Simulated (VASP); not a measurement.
Set up this calculation in VASP 6.6.1, as the native input.

```
Task                   : electric field gradients
Functional             : PBE
Potentials or basis    : VASP PAW PBE potentials, release 64 (Li_sv, F)
Cutoff                 : 520 eV
k mesh                 : 14 × 14 × 14
Occupations            : fermi-dirac, width 0.03 eV
Spin                   : no spin polarisation
Dipole correction      : no
Further INCAR settings : ALGO = Normal; EDIFF = 1e-08; NBANDS = 12
```

The structure of LiF (rocksalt type) lies in POSCAR:

```
LiF
1.0
    0.0000000000      1.9995698048      1.9995698048
    1.9995698048      0.0000000000      1.9995698048
    1.9995698048      1.9995698048      0.0000000000
Li F
1 1
Direct
    0.0000000000      0.0000000000      0.0000000000
    0.5000000000      0.5000000000      0.5000000000
```

The input as run:

INCAR

```
SYSTEM = LiF
ALGO = Normal
EDIFF = 1E-8
ENCUT = 520
GGA = PE
ISIF = 2
ISMEAR = -1
LASPH = .True.
LCHARG = .False.
LEFG = .True.
LREAL = .False.
LWAVE = .False.
NBANDS = 12
NELM = 60
PREC = Accurate
SIGMA = 0.03
```

KPOINTS

```
k-points
0
Gamma
  14 14 14
  0 0 0
```

Potentials or basis: VASP PAW PBE potentials, release 64 (Li_sv, F).

Run with:

```sh
$ cat potpaw_PBE.64/Li_sv/POTCAR potpaw_PBE.64/F/POTCAR > POTCAR
$ mpirun -np 1 vasp_std > vasp.out
```

It gave:

```yaml
Band_gap_on_the_k_mesh: 9.29 eV
Largest_electric_field_gradient_by_atom: zero within the noise of the run
```

Wall time 38 s on 1 thread of Intel Xeon 8259CL (shared host), peak memory 0.14 GiB.
